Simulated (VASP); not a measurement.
Here is a VASP 6.6.1 calculation.

File POSCAR:

```
TiB
1.0
    0.0000000000      2.3571643888      2.3571643888
    2.3571643888      0.0000000000      2.3571643888
    2.3571643888      2.3571643888      0.0000000000
Ti B
1 1
Direct
    0.7500000000      0.7500000000      0.7500000000
    0.0000000000      0.0000000000      0.0000000000
```

Contents of INCAR.step1:

```
SYSTEM = TiB
PREC = Accurate
ENCUT = 600
ISMEAR = 0
SIGMA = 0.1
LREAL = .False.
LASPH = .True.
NELM = 80
GGA = PE
ALGO = Normal
EDIFF = 1E-4
LWAVE = .True.
LCHARG = .False.
```

INCAR.step2

```
SYSTEM = TiB
PREC = Accurate
ENCUT = 600
EDIFF = 1E-6
ISMEAR = 0
SIGMA = 0.1
LREAL = .False.
LASPH = .True.
NELM = 80
ALGO = Normal
ISIF = 3
LWAVE = .False.
LCHARG = .False.
METAGGA = R2SCAN
LMIXTAU = .True.
IBRION = 2
NSW = 70
EDIFFG = -0.008
PSTRESS = 200.0
ISTART = 1
```

KPOINTS

```
Automatic mesh
0
Gamma
  16 16 16
  0 0 0
```

Potentials or basis: VASP PAW PBE potentials, release 64 (Ti_sv, B).

The run is started by

```sh
$ cat potpaw_PBE.64/Ti_sv/POTCAR potpaw_PBE.64/B/POTCAR > POTCAR
$ cp INCAR.step1 INCAR
$ mpirun -np 1 vasp_std > vasp.out
$ cp INCAR.step2 INCAR
$ mpirun -np 1 vasp_std > vasp.out
```

(1) What does it give for the relaxed cell?

(2) What does it give for the relaxed volume?

(3) Predict the band gap on the k mesh.

(4) Predict the space group after relaxing (to 0.1 Å).

Answers

(1) a = 3.338 Å, b = 3.338 Å, c = 3.338 Å, α = 60.00°, β = 60.00°, γ = 60.00°.

(2) 13.15 Å³/atom.

(3) zero (an odd number of electrons rules out a gap without spin polarisation).

(4) F-43m (No. 216).

Caveat: the cell is relaxed towards a set pressure, so the run minimises the enthalpy, not the energy; the PAW data sets were made with another functional, which shifts forces and pressure a little.
